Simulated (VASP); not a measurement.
Set up this calculation in VASP 6.6.1, as the native input.

```
Task                   : single point
Functional             : PBEsol
Potentials or basis    : VASP PAW PBE potentials, release 64 (K_sv)
Cutoff                 : 520 eV
k mesh                 : 4 × 4 × 4
Occupations            : gaussian, width 0.1 eV
Spin                   : no spin polarisation
Dipole correction      : no
Further INCAR settings : ALGO = Normal; EDIFF = 1e-07; NBANDS = 10
```

The structure of K lies in POSCAR:

```
K
1.0
    0.0000000000      3.4621361634      3.4621361634
    3.4621361634      0.0000000000      3.4621361634
    3.4621361634      3.4621361634      0.0000000000
K
1
Direct
    0.0000000000      0.0000000000      0.0000000000
```

This cell differs from its parent crystal: Rb replaced by K, lengths x 0.954, strained.

These files were run (other wordings do the same):

INCAR

```
SYSTEM = K
PREC     = Accurate       ! precision mode
ENCUT    = 520            ! plane-wave cutoff, eV
EDIFF    = 1E-7           ! SCF threshold, eV
ISMEAR   = 0              ! smearing method
SIGMA    = 0.1            ! smearing width, eV
LREAL    = .FALSE.        ! projectors in reciprocal space
LASPH    = .TRUE.         ! aspherical terms in the spheres
NELM     = 80             ! most SCF steps
ALGO     = Normal         ! electronic algorithm
ISIF     = 2              ! what is computed and relaxed
LWAVE    = .FALSE.        ! write WAVECAR
LCHARG   = .TRUE.         ! write CHGCAR
GGA      = PS             ! functional
LELF     = .TRUE.         ! ELF
LVHAR    = .TRUE.       
NBANDS   = 10             ! bands
```

KPOINTS

```
regular mesh
0
G
  4 4 4
  0 0 0
```

Potentials or basis: VASP PAW PBE potentials, release 64 (K_sv).

Command:

```console
$ cat potpaw_PBE.64/K_sv/POTCAR > POTCAR
$ mpirun -np 1 vasp_std > vasp.out
```

Results of the run:

```
Pressure : -0.4 GPa
```

Caveat: the k points lie up to 0.39 Å⁻¹ apart; the cell differs from its parent crystal (Rb replaced by K, lengths x 0.954, strained); the PAW data sets were made with another functional, which shifts forces and pressure a little.

Run time: 9.3 s on 1 thread of Intel(R) Xeon(R) Platinum 8488C (Sapphire Rapids) (shared host), peak memory 0.19 GiB.
